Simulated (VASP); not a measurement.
Input of a VASP 6.6.1 run:

The input INCAR:

```
PREC     = Accurate       # precision mode
ENCUT    = 520            # plane-wave cutoff, eV
EDIFF    = 1E-6           # SCF threshold, eV
ISMEAR   = 0              # smearing method
SIGMA    = 0.01           # smearing width, eV
LREAL    = Auto         
LASPH    = T              # aspherical terms in the spheres
NELM     = 100            # most SCF steps
ALGO     = Normal         # electronic algorithm
ISIF     = 2              # what is computed and relaxed
LWAVE    = F              # write WAVECAR
LCHARG   = F              # write CHGCAR
GGA      = PE             # functional
IBRION   = 2              # ionic algorithm
NSW      = 65             # ionic steps
EDIFFG   = -0.025         # ionic threshold
NELECT   = 58.0
```

Contents of KPOINTS:

```
regular mesh
0
Gamma
  4 4 4
```

The input POSCAR:

```
Al8N7
1.0
    0.0000000000      4.4031742015     -4.4031742015
    4.4031742015      4.4031742015      0.0000000000
    4.4031742015      0.0000000000     -4.4031742015
Al N
8 7
Direct
    0.0011472923      0.0011472923      0.4965581232
   -0.0015683448      0.5005227816      0.5005227816
    0.5005227816     -0.0015683448      0.5005227816
    0.5005227816      0.5005227816      0.5005227816
    0.0011472923      0.0011472923      1.0011472923
    0.0011472923      0.4965581232      1.0011472923
    0.4965581232      0.0011472923      1.0011472923
    0.5005227816      0.5005227816      0.9984316552
    0.1255819322      0.6244180678      0.1255819322
    0.6244180678      0.1255819322      0.1255819322
    0.6244180678      0.6244180678      0.1255819322
    0.1255819322      0.1255819322      0.6244180678
    0.1255819322      0.6244180678      0.6244180678
    0.6244180678      0.1255819322      0.6244180678
    0.6250000000      0.6250000000      0.6250000000
```

Potentials or basis: VASP PAW PBE potentials, release 64 (Al, N).

Run with:

```bash
$ cat potpaw_PBE.64/Al/POTCAR potpaw_PBE.64/N/POTCAR > POTCAR
$ mpirun -np 1 vasp_std > vasp.out
```

Problem. What does it give for the energy gained by relaxing?

Solution. 14.9 meV/atom.

Final structure:
```
CELL_PARAMETERS angstrom
0.00000 4.40317 -4.40317
4.40317 4.40317 0.00000
4.40317 0.00000 -4.40317
ATOMIC_POSITIONS crystal
Al 0.99631 0.99631 0.51107
Al 0.99731 0.50090 0.50090
Al 0.50090 0.99731 0.50090
Al 0.50090 0.50090 0.50090
Al 0.99631 0.99631 0.99631
Al 0.99631 0.51107 0.99631
Al 0.51107 0.99631 0.99631
Al 0.50090 0.50090 0.99731
N 0.12597 0.62403 0.12597
N 0.62403 0.12597 0.12597
N 0.62403 0.62403 0.12597
N 0.12597 0.12597 0.62403
N 0.12597 0.62403 0.62403
N 0.62403 0.12597 0.62403
N 0.62500 0.62500 0.62500
```

Caveat: the cell carries a net charge on a neutralising background, which shifts energy and pressure; the cell differs from its parent crystal (atoms taken out).
